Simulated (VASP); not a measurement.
Write the native input for VASP 6.6.1 that does the following.

| Item | Value |
| --- | --- |
| Task | single point |
| Functional | PBEsol |
| Potentials or basis | VASP PAW PBE potentials, release 64 (In_d, As) |
| Cutoff | 520 eV |
| k mesh | 6 × 5 × 1 |
| Occupations | gaussian, width 0.1 eV |
| Spin | no spin polarisation |
| Dipole correction | yes |
| Further INCAR settings | LREAL = Auto; ALGO = Fast; EDIFF = 1e-06; NBANDS = 92 |

The structure of In9As8 lies in POSCAR:

```
In9As8
1.0
    6.0874659240      0.0000000000      0.0000000000
   -3.0437329620      6.8059938083      0.0000000000
    0.0000000000      0.0000000000     25.8895900933
In As
9 8
Direct
    0.8705486386      0.4678897452      0.3200235600
    0.3887445590      0.8087469359      0.3453221541
    0.0732555916      0.1829478768      0.3896314463
    0.7589430431      0.5955153741      0.4493655170
    0.4898604300     -0.0000011431      0.4999260120
    0.1635001677      0.4043669960      0.5506999356
    0.8906102874      0.8169723469      0.6102976971
    0.5809687223      0.1908526994      0.6545265863
    0.4033880749      0.5321064890      0.6800548463
    0.7914832919      0.0866930001      0.3066477605
    0.4838962319      0.4967545334      0.3656045041
    0.1696820345      0.8918444514      0.4241698879
    0.8815110802      0.2998514619      0.4695705651
    0.5815844572      0.7002362839      0.5304675728
    0.2782846323      0.1081179818      0.5757992758
   -0.0123519357      0.5035205110      0.6345200421
    0.7060906933      0.9135844561      0.6933726371
```

One way to write it, as run:

INCAR

```
SYSTEM = In9As8
PREC = Accurate ; ENCUT = 520
EDIFF = 1E-6 ; ISMEAR = 0
SIGMA = 0.1 ; LREAL = Auto
LASPH = .TRUE. ; NELM = 80
ALGO = Fast ; ISIF = 2
LWAVE = .FALSE. ; LCHARG = .FALSE.
LDIPOL = .TRUE. ; IDIPOL = 3
DIPOL = 0.5 0.5 0.500 ; GGA = PS
NBANDS = 92
```

KPOINTS

```
regular mesh
0
G
  6 5 1
  0 0 0
```

Potentials or basis: VASP PAW PBE potentials, release 64 (In_d, As).

The run is started by

```sh
$ cat potpaw_PBE.64/In_d/POTCAR potpaw_PBE.64/As/POTCAR > POTCAR
$ mpirun -np 1 vasp_std > vasp.out
```

It gave:

```yaml
Largest_force: 0.020 eV/Å
Band_gap_on_the_k_mesh: zero (an odd number of electrons rules out a gap without spin polarisation)
```

Caveat: the PAW data sets were made with another functional, which shifts forces and pressure a little; spin-orbit coupling is left out, which moves the levels of the heavy elements.

Run time: 2 h on 1 thread of Oxide Virtual Turin-like Processor, on a shared host, peak memory 1.6 GiB.
